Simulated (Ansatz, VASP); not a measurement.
**One calculation of Sn, two programs**

```
Sn
1.0
     0.09737    3.29428    3.29428
     3.29428    0.09737    3.29428
     3.29428    3.29428    0.09737
Sn
2
Direct
  0.50000 0.50000 0.50000
  0.75000 0.75000 0.75000
```

Change from the starting cell: equal xy, yz and zx shear strains of +3 %.

Alike in both runs: task single point; functional PBE; k mesh 9 × 9 × 9; occupations fermi-dirac, width 0.03 eV; no spin polarisation.

|  | VASP | Ansatz |
| --- | --- | --- |
| version | VASP 6.6.1 | Ansatz 0.2.0 |
| potentials or method | VASP PAW PBE potentials, release 64 (Sn_d), cutoff 520 eV | all-electron LAPW, scalar-relativistic |

```csv
,VASP,Ansatz,Ansatz less VASP
pressure (GPa),3.4,3.4,+0.05
"traceless stress, the component that is largest in VASP (GPa)",-1.50,-1.50,-0.001
rms of the force components (eV/Å),0.256,0.256,+0.0002
```

Atom by atom the forces differ by 0.000 eV/Å (rms over components). Ansatz ran all-electron here, and VASP with PAW potentials.
